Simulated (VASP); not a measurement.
Runs of VASP 6.6.1 on B. The structure is that of space group Pm-3m (No. 221), or close to it. The cells are those of the table. 

```csv
task,cell,k mesh,cutoff (eV),gap on the mesh (eV),pressure (GPa),relaxed volume (Å³/atom)
single point,"a = 2.972 Å, 3 atoms",6 × 6 × 6,520,none,-41.2,-
single point,"a = 2.696 Å, 3 atoms",18 × 18 × 18,520,none,0.0,-
relaxation of cell and atoms,"relaxed from a = 2.972 Å, 3 atoms",6 × 6 × 6,600,none,0.3,6.57
single point,"a = 2.703 Å, 3 atoms",6 × 6 × 6,520,none,-0.3,-
relaxation of cell and atoms,"relaxed from a = 2.703 Å, 3 atoms",18 × 18 × 18,600,none,0.0,(a)
```

Alike in all rows: level PBE; potentials or basis VASP PAW PBE potentials, release 64 (B); no spin polarisation; smearing gaussian 0.1 eV.

**Question.** Fill in the values left out.

**Answer.** (a) 6.53.

Caveats: some runs use coarse meshes; the volume moved by over 15 % at a fixed basis, so the end points are rough (some runs).

A gap of «none» marks levels without a gap at the run's occupations.
